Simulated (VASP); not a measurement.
Runs of VASP 6.6.1 on ZrB. The structure is that of space group I4/mmm (No. 139), or close to it. The cells are those of the table. 

| cell | gap on the mesh (eV) | pressure (GPa) |
| --- | --- | --- |
| a = 3.233, b = 3.276, c = 3.456 Å, angles 57.3, 58.5, 64.1°, 2 atoms | none | 22.8 |
| a = 3.543, b = 3.430, c = 3.298 Å, angles 63.5, 60.1, 56.4°, 2 atoms | none | 4.3 |
| a = 3.233, b = 3.150, c = 3.337 Å, angles 59.7, 57.3, 63.0°, 2 atoms | none | (b) |
| a = 3.293, b = 3.171, c = 3.298 Å, angles 61.2, 57.5, 61.3°, 2 atoms | none | 36.7 |
| a = 3.354, b = 3.395, c = 3.456 Å, angles 58.6, 59.8, 61.6°, 2 atoms | none | (c) |
| a = 3.233, b = 3.233, c = 3.416 Å, angles 58.1, 58.1, 63.8°, 2 atoms | none | (a) |
| a = 3.233, b = 3.192, c = 3.376 Å, angles 58.9, 57.7, 63.4°, 2 atoms | none | 34.2 |
| a = 3.609, b = 3.609, c = 3.416 Å, angles 61.8, 61.8, 56.5°, 2 atoms | none | -12.2 |

Alike in all rows: task single point; level LDA; potentials or basis VASP PAW LDA potentials, release 64 (Zr_sv, B); no spin polarisation; k mesh 16 × 16 × 16; cutoff (eV) 520; smearing gaussian 0.15 eV.

**Question.** Estimate the missing entries.

**Answer.** (a) 28.0; (b) 41.5; (c) 3.8.

A k mesh can miss the band edges, and the runs leave out spin-orbit coupling on Zr.

A gap of «none» marks levels without a gap at the run's occupations.
